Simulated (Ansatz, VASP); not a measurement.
One calculation of FeO, two programs

```
Fe O
1.0
     3.00765    0.00000    0.00000
     1.50103    2.64611    0.00000
     0.13633    0.23129    5.19644
Fe O
2 2
Direct
  0.50000 0.50000 0.00000
  0.50000 0.50000 0.50000
  0.16376 0.17093 0.25570
  0.83624 0.82907 0.74430
```

Alike in both runs: task single point; functional PBE; k mesh 10 × 10 × 6; occupations gaussian, width 0.02 eV; no spin polarisation; Hubbard terms Fe d U = 5.3 eV.

|  | VASP | Ansatz |
| --- | --- | --- |
| version | VASP 6.6.1 | Ansatz 0.2.0 |
| potentials or method | VASP PAW PBE potentials, release 64 (Fe, O), cutoff 520 eV | scalar-relativistic, plane waves, PAW |
| valence electrons in the cell | 28 | 44 |

|  | VASP | Ansatz | Ansatz less VASP |
| --- | --- | --- | --- |
| gap on the k mesh at the Fermi level (eV) | 2.59 | 2.59 | +0.002 |
| least direct gap on the mesh (eV) | 2.59 | 2.59 | +0.002 |
| pressure (GPa) | -19.4 | -19.4 | +0.03 |
| traceless stress, the component that is largest in VASP (GPa) | -2.54 | -2.25 | +0.293 |
| rms of the force components (eV/Å) | 0.130 | 0.124 | -0.0057 |

The programs project onto different local orbitals, so the same U acts differently, and such runs can settle in different states. Atom by atom the forces differ by 0.006 eV/Å (rms over components). VASP's potentials hold 28 valence electrons a cell and Ansatz's 44, so a difference there can come from the potentials and not from the codes.
